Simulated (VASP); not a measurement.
A run of VASP 6.6.1 is set up as follows.

INCAR

```
PREC = Accurate ; ENCUT = 520
EDIFF = 1E-6 ; ISMEAR = -1
SIGMA = 0.02 ; LREAL = False
LASPH = True ; NELM = 100
ALGO = Normal ; ISIF = 2
LWAVE = False ; LCHARG = True
LELF = True ; LVHAR = True
NBANDS = 14
```

KPOINTS

```
Automatic mesh
0
Gamma
  10 10 10
```

Contents of POSCAR:

```
NaF
1.0
    0.0000000000      2.3233000000      2.3697660000
    2.3233000000      0.0000000000      2.3697660000
    2.3233000000      2.3233000000      0.0000000000
Na F
1 1
Direct
    0.0000000000      0.0000000000      0.0000000000
    0.5000000000      0.5000000000      0.5000000000
```

Potentials or basis: VASP PAW LDA potentials, release 64 (Na_pv, F).

The run is started by

```bash
$ cat potpaw_LDA.64/Na_pv/POTCAR potpaw_LDA.64/F/POTCAR > POTCAR
$ mpirun -np 1 vasp_std > vasp.out
```

Question: Estimate the band gap on the k mesh.

Answer: 5.81 eV, direct.

Question: What does it give for the pressure?

Answer: -5.4 GPa.

Stress tensor (GPa, compression positive):
```
-5.06  0.00  0.00
 0.00 -5.06  0.00
 0.00  0.00 -6.12
```

Caveat: the cell differs from its parent crystal (zz strain of +2 %). A k mesh can miss the band edges.
